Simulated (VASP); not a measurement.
# PbF2 (Pnma) in VASP: single point with PBE

Aim: the single point of PbF2 with PBE.

All numbers are computed with VASP 6.6.1; they aren't measurements. Logs are shortened: lines on timing, memory, paths and dates and some standing lists are left out, and cuts for length are marked.

### Step 1. The cell of the first run

Symmetry: Pnma, No. 62, orthorhombic system. Conventional cell: a = 6.240 Å, b = 3.806 Å, c = 7.539 Å, α = 90.00°, β = 90.00°, γ = 90.00°. Within 3.2 Å of Pb (site symmetry m) lie 9 F at 2.43 to 2.86 Å. F (site symmetry m) has 4 Pb at 2.43 to 2.51 Å and 8 F at 2.77 to 3.06 Å within 3.2 Å. F (site symmetry m) has 5 Pb at 2.50 to 2.86 Å and 10 F at 2.88 to 3.36 Å within 3.4 Å.

### Step 2. Single point, PBE (14.92 Å³/atom)

INCAR reads:

```
PREC     = Accurate       # precision mode
ENCUT    = 520            # plane-wave cutoff, eV
EDIFF    = 1E-6           # SCF threshold, eV
ISMEAR   = 0              # smearing method
SIGMA    = 0.02           # smearing width, eV
LREAL    = False          # projectors in reciprocal space
LASPH    = True           # aspherical terms in the spheres
NELM     = 60             # most SCF steps
ALGO     = Normal         # electronic algorithm
ISIF     = 2              # what is computed and relaxed
LWAVE    = False          # write WAVECAR
LCHARG   = False          # write CHGCAR
GGA      = PE             # functional
NBANDS   = 68             # bands
```

KPOINTS reads:

```
Automatic mesh
0
Gamma
  4 6 4
```

POSCAR reads:

```
PbF2
1.0
    6.2398589445      0.0000000000      0.0000000000
    0.0000000000      3.8057113254      0.0000000000
    0.0000000000      0.0000000000      7.5392369447
Pb F
4 8
Direct
    0.7453271725      0.7500000000      0.1142780979
    0.2546728275      0.2500000000      0.8857219021
    0.7546728275      0.2500000000      0.6142780979
    0.2453271725      0.7500000000      0.3857219021
    0.1420494668      0.7500000000      0.0637561383
    0.8579505332      0.2500000000      0.9362438617
    0.3579505332      0.2500000000      0.5637561383
    0.6420494668      0.7500000000      0.4362438617
    0.5354194338      0.7500000000      0.8323564635
    0.4645805662      0.2500000000      0.1676435365
    0.9645805662      0.2500000000      0.3323564635
    0.0354194338      0.7500000000      0.6676435365
```

Potentials or basis: VASP PAW PBE potentials, release 64 (Pb_d, F).

Launch:

```bash
> cat potpaw_PBE.64/Pb_d/POTCAR potpaw_PBE.64/F/POTCAR > POTCAR
> mpirun -np 1 vasp_std > vasp.out
```

OUTCAR:

```text
PREC = Accurate
   ENCUT = 520
   EDIFF = 1E-6
   ISMEAR = 0
   LREAL = False
   LASPH = True
   NELM = 60
   ISIF = 2
   GGA = PE

 ion  position               nearest neighbor table
   1  0.745  0.750  0.114-   6 2.43   6 2.43   9 2.50   5 2.50   8 2.51  10 2.62  10 2.62  11 2.86
                            11 2.86   4 3.73   4 3.73   2 4.00   2 4.00   2 4.09   2 4.09
   2  0.255  0.250  0.886-   5 2.43   5 2.43  10 2.50   6 2.50   7 2.51   9 2.62   9 2.62  12 2.86
                            12 2.86   3 3.73   3 3.73   1 4.00   1 4.00   1 4.09   1 4.09
   3  0.755  0.250  0.614-   8 2.43   8 2.43  11 2.50   7 2.50   6 2.51  12 2.62  12 2.62   9 2.86
                             9 2.86   2 3.73   2 3.73   4 4.00   4 4.00   4 4.09   4 4.09
   4  0.245  0.750  0.386-   7 2.43   7 2.43  12 2.50   8 2.50   5 2.51  11 2.62  11 2.62  10 2.86
                            10 2.86   1 3.73   1 3.73   3 4.00   3 4.00   3 4.09   3 4.09
   5  0.142  0.750  0.064-   2 2.43   2 2.43   1 2.50   4 2.51
   6  0.858  0.250  0.936-   1 2.43   1 2.43   2 2.50   3 2.51
   7  0.358  0.250  0.564-   4 2.43   4 2.43   3 2.50   2 2.51
   8  0.642  0.750  0.436-   3 2.43   3 2.43   4 2.50   1 2.51
   9  0.535  0.750  0.832-   1 2.50   2 2.62   2 2.62   3 2.86   3 2.86
  10  0.465  0.250  0.168-   2 2.50   1 2.62   1 2.62   4 2.86   4 2.86
  11  0.965  0.250  0.332-   3 2.50   4 2.62   4 2.62   1 2.86   1 2.86
  12  0.035  0.750  0.668-   4 2.50   3 2.62   3 2.62   2 2.86   2 2.86

  LATTYP: Found a simple orthorhombic cell.
 ALAT       =     3.8057113254
 B/A-ratio  =     1.6396038509
 C/A-ratio  =     1.9810322697

  Lattice vectors:

 A1 = (   0.0000000000,  -3.8057113254,   0.0000000000)
 A2 = (   6.2398589445,   0.0000000000,   0.0000000000)
 A3 = (   0.0000000000,   0.0000000000,   7.5392369447)

Analysis of symmetry for initial positions (statically):
=====================================================================
 Subroutine PRICEL returns:
 Original cell was already a primitive cell.

 Routine SETGRP: Setting up the symmetry group for a
 simple orthorhombic supercell.

 Subroutine GETGRP returns: Found  8 space group operations
 (whereof  2 operations were pure point group operations)
 out of a pool of  8 trial point group operations.

The static configuration has the point symmetry S_2 .
 The point group associated with its full space group is D_2h.

Analysis of symmetry for dynamics (positions and initial velocities):
=====================================================================
 Subroutine PRICEL returns:
 Original cell was already a primitive cell.

 Routine SETGRP: Setting up the symmetry group for a
 simple orthorhombic supercell.

 Subroutine GETGRP returns: Found  8 space group operations
 (whereof  2 operations were pure point group operations)
 out of a pool of  8 trial point group operations.

The dynamic configuration has the point symmetry S_2 .
 The point group associated with its full space group is D_2h.

 Subroutine INISYM returns: Found  8 space group operations
 (whereof  2 operations are pure point group operations),
 and found     1 'primitive' translations

----------------------------------------------------------------------------------------

                                     Primitive cell

  volume of cell :     179.0350

  direct lattice vectors                    reciprocal lattice vectors
     6.239858944  0.000000000  0.000000000     0.160260033  0.000000000  0.000000000
     0.000000000  3.805711325  0.000000000     0.000000000  0.262762967  0.000000000
     0.000000000  0.000000000  7.539236945     0.000000000  0.000000000  0.132639418

  length of vectors
     6.239858944  3.805711325  7.539236945     0.160260033  0.262762967  0.132639418

  position of ions in fractional coordinates (direct lattice)
     0.745327172  0.750000000  0.114278098
     0.254672828  0.250000000  0.885721902
     0.754672828  0.250000000  0.614278098
     0.245327172  0.750000000  0.385721902
     0.142049467  0.750000000  0.063756138
     0.857950533  0.250000000  0.936243862
     0.357950533  0.250000000  0.563756138
     0.642049467  0.750000000  0.436243862
     0.535419434  0.750000000  0.832356463
     0.464580566  0.250000000  0.167643537
     0.964580566  0.250000000  0.332356463
     0.035419434  0.750000000  0.667643537

  ion indices of the primitive-cell ions
   primitive index   ion index
                 1           1
                 2           2
                 3           3
                 4           4
                 5           5
                 6           6
                 7           7
                 8           8
                 9           9
                10          10
                11          11
                12          12

----------------------------------------------------------------------------------------

 KPOINTS: Automatic mesh

Automatic generation of k-mesh.
 Grid dimensions read from file:
 generate k-points for:    4    6    4

 Generating k-lattice:

  Cartesian coordinates                     Fractional coordinates (reciprocal lattice)
     0.040065008  0.000000000  0.000000000     0.250000000  0.000000000  0.000000000
     0.000000000  0.043793828  0.000000000     0.000000000  0.166666667  0.000000000
     0.000000000  0.000000000  0.033159854     0.000000000  0.000000000  0.250000000

  Length of vectors
     0.040065008  0.043793828  0.033159854

  Shift w.r.t. Gamma in fractional coordinates (k-lattice)
     0.000000000  0.000000000  0.000000000

 Subroutine IBZKPT returns following result:
 ===========================================

 Found     36 irreducible k-points:

 Following reciprocal coordinates:
            Coordinates               Weight
  0.000000  0.000000  0.000000      1.000000
  0.250000  0.000000  0.000000      2.000000
  0.500000  0.000000  0.000000      1.000000
  0.000000  0.166667  0.000000      2.000000
  0.250000  0.166667  0.000000      4.000000
  0.500000  0.166667  0.000000      2.000000
[... 16 lines left out ...]
  0.250000  0.500000  0.250000      4.000000
  0.500000  0.500000  0.250000      2.000000
 [... further k-points ...]
   k-points           NKPTS =     36   k-points in BZ     NKDIM =     36   number of bands    NBANDS=     68
   number of dos      NEDOS =    301   number of ions     NIONS =     12
   total plane-waves  NPLWV =  75264
   dimension x,y,z NGX =    48 NGY =   28 NGZ =   56
   dimension x,y,z NGXF=    96 NGYF=   56 NGZF=  112
   ions per type =               4   8
   NGX,Y,Z   is equivalent  to a cutoff of  12.79, 12.23, 12.35 a.u.
   NGXF,Y,Z  is equivalent  to a cutoff of  25.58, 24.46, 24.70 a.u.
 SYSTEM =  unknown system
   PREC   = accura    normal or accurate (medium, high low for compatibility)
   ISTART =      0    job   : 0-new  1-cont  2-samecut
   ICHARG =      2    charge: 1-file 2-atom 10-const
   ISPIN  =      1    spin polarized calculation?
   LNONCOLLINEAR =      F non collinear calculations
   LSORBIT =      F    spin-orbit coupling
   LASPH  =      T    aspherical Exc in radial PAW
   ENCUT  =  520.0 eV  38.22 Ry    6.18 a.u.  11.60  7.08 14.02*2*pi/ulx,y,z
   NELM   =     60;   NELMIN=  2; NELMDL= -5     # of ELM steps
   EDIFF  = 0.1E-05   stopping-criterion for ELM
   LREAL  =      F    real-space projection
   EDIFFG = 0.1E-04   stopping-criterion for IOM
   NSW    =      0    number of steps for IOM
   IBRION =     -1    ionic relax: 0-MD 1-quasi-New 2-CG
   NFREE  =      0    steps in history (QN), initial steepest desc. (CG)
   ISIF   =      2    stress and relaxation
   ISYM   =      2    0-nonsym 1-usesym 2-fastsym
   POTIM  = 0.5000    time-step for ionic-motion
   TEBEG  =    0.0;   TEEND  =   0.0 temperature during run
   PSTRESS=    0.0 pullay stress
   NELECT =     112.0000    total number of electrons
   NUPDOWN=      -1.0000    fix difference up-down
   EMIN   =  10.00;   EMAX   =-10.00  energy-range for DOS
   EFERMI =   0.00;   METHOD = LEGACY
   ISMEAR =     0;   SIGMA  =   0.02  broadening in eV -4-tet -1-fermi 0-gaus
   EFERMI_NEDOS =   21; number of points for ismear=-14 and -15
   IALGO  =     38    algorithm
   IMIX   =      4    mixing-type and parameters
     AMIX     =   0.40;   BMIX     =  1.00
     AMIX_MAG =   1.60;   BMIX_MAG =  1.00
  volume/ion in A,a.u.               =      14.92       100.68
  Fermi-wavevector in a.u.,A,eV,Ry     =   1.400129  2.645861 26.672348  1.960362
  Thomas-Fermi vector in A             =   2.523120
   LORBIT       =      0    0 simple, 1 ext, 2 COOP (PROOUT), +10 PAW based schemes
   GGA     = PE    functional components
   LHFCALC =     F    Hartree Fock is set to
   AEXX    =    0.0000 exact exchange contribution
   IVDW    =     0    specifies the selected vdW correction
   LEPSILON=     F    determine dielectric tensor
   LRPA    =     F    only Hartree local field effects (RPA)
 non-spin polarized calculation
 Gauss-broadening in eV      SIGMA  =   0.02
  energy-cutoff  :      520.00
  volume of cell :      179.04
 maximum number of plane-waves:      4844
 NGX is ok and might be reduce to    48
   NGX = 23   NGY = 15   NGZ = 29

 number of electron     111.9999958 magnetization

 Free energy of the ion-electron system (eV)
  ---------------------------------------------------
  ext. energy  EPLUGINS =         0.00000000
  ---------------------------------------------------
  free energy    TOTEN  =       -56.61694462 eV

  energy without entropy =      -56.61694462  energy(sigma->0) =      -56.61694462

 E-fermi :   3.6589     XC(G=0): -10.3928

 val. band max:        3.5176104999   @ k =   0.0000   0.3333   0.0000
 cond. band min:       7.6389694479   @ k =   0.0000   0.0000   0.0000
 fundamental gap:      4.1213589480
 Fermi energy:         3.6589197456

 k-point     1 :       0.0000    0.0000    0.0000
  band No.  band energies     occupation
      1     -18.3424      2.00000
      2     -18.1869      2.00000
      3     -17.9229      2.00000
      4     -17.9105      2.00000
      5     -17.4862      2.00000
      6     -17.4608      2.00000
[... 60 lines left out ...]
     67      11.7317      0.00000
     68      12.1762      0.00000

 k-point     2 :       0.2500    0.0000    0.0000
  band No.  band energies     occupation
      1     -18.3093      2.00000
      2     -18.1916      2.00000
      3     -17.9448      2.00000
      4     -17.9259      2.00000
      5     -17.4750      2.00000
      6     -17.4667      2.00000
[... 60 lines left out ...]
     67      11.6579      0.00000
     68      12.1222      0.00000

 k-point     3 :       0.5000    0.0000    0.0000
  band No.  band energies     occupation
      1     -18.2365      2.00000
      2     -18.2365      2.00000
      3     -17.9532      2.00000
      4     -17.9532      2.00000
      5     -17.4657      2.00000
      6     -17.4657      2.00000
[... 1480 lines left out ...]
     67      11.5412      0.00000
     68      11.5412      0.00000

 k-point    24 :       0.5000    0.5000    0.2500
  band No.  band energies     occupation
      1     -18.0426      2.00000
      2     -18.0426      2.00000
      3     -18.0426      2.00000
      4     -18.0426      2.00000
      5     -17.4633      2.00000
      6     -17.4633      2.00000
[... 60 lines left out ...]
     67      11.4689      0.00000
     68      11.4689      0.00000

 [... further k-points ...]

------------------------ aborting loop because EDIFF is reached ----------------------------------------

  FORCE on cell =-STRESS in cart. coord.  units (eV):
  Direction    XX          YY          ZZ          XY          YZ          ZX
  --------------------------------------------------------------------------------------
  -------------------------------------------------------------------------------------
  Total        8.4736210      8.5087683      8.5965372      0.0000000      0.0000000      0.0000000
  in kB       75.8300970     76.1446288     76.9300690      0.0000000      0.0000000      0.0000000
  external PRESSURE =      76.3015983 kB  Pullay stress =       0.0000000 kB

 VOLUME and BASIS-vectors are now :
 -----------------------------------------------------------------------------
  energy-cutoff  :      520.00
  volume of cell :      179.04
      direct lattice vectors                 reciprocal lattice vectors
     6.239858944  0.000000000  0.000000000     0.160260033  0.000000000  0.000000000
     0.000000000  3.805711325  0.000000000     0.000000000  0.262762967  0.000000000
     0.000000000  0.000000000  7.539236945     0.000000000  0.000000000  0.132639418

 POSITION                                       TOTAL-FORCE (eV/Angst)
 -----------------------------------------------------------------------------------
      4.65074      2.85428      0.86157         0.006662     -0.000000      0.005307
      1.58912      0.95143      6.67767        -0.006662      0.000000     -0.005307
      4.70905      0.95143      4.63119        -0.006662     -0.000000      0.005307
      1.53081      2.85428      2.90805         0.006662     -0.000000     -0.005307
      0.88637      2.85428      0.48067        -0.008469      0.000000     -0.003621
      5.35349      0.95143      7.05856         0.008469      0.000000      0.003621
      2.23356      0.95143      4.25029         0.008469      0.000000     -0.003621
      4.00630      2.85428      3.28895        -0.008469     -0.000000      0.003621
      3.34094      2.85428      6.27533        -0.000420      0.000000     -0.004990
      2.89892      0.95143      1.26390         0.000420      0.000000      0.004990
      6.01885      0.95143      2.50571         0.000420      0.000000     -0.004990
      0.22101      2.85428      5.03352        -0.000420      0.000000      0.004990
 -----------------------------------------------------------------------------------
    total drift:                                0.000000      0.000000      0.000000

  FREE ENERGIE OF THE ION-ELECTRON SYSTEM (eV)
  ---------------------------------------------------
  free  energy   TOTEN  =       -56.6169446216 eV

  energy  without entropy=      -56.6169446216  energy(sigma->0) =      -56.61694462
```

Run time: 2.9 min. Hardware: 1 thread of Intel Xeon Platinum 8559C (Emerald Rapids), shared host; peak memory 0.44 GiB.

What came out:

```yaml
Free_energy: -56.6169 eV
Pressure: 7.6 GPa
Largest_force: 0.009 eV/Å
Band_gap_on_the_k_mesh: 4.12 eV (least direct gap 4.37 eV)
```

Forces on the atoms (eV/Å):
```
Pb   0.007  0.000  0.005
Pb  -0.007  0.000 -0.005
Pb  -0.007  0.000  0.005
Pb   0.007  0.000 -0.005
F   -0.008  0.000 -0.004
F    0.008  0.000  0.004
F    0.008  0.000 -0.004
F   -0.008  0.000  0.004
F    0.000  0.000 -0.005
F    0.000  0.000  0.005
F    0.000  0.000 -0.005
F    0.000  0.000  0.005
```

Stress tensor (GPa, compression positive):
```
7.58 0.00 0.00
0.00 7.61 0.00
0.00 0.00 7.69
```

Caveat: the cell stands under pressure; spin-orbit coupling is left out, which moves the levels of the heavy elements. A k mesh can miss the band edges.
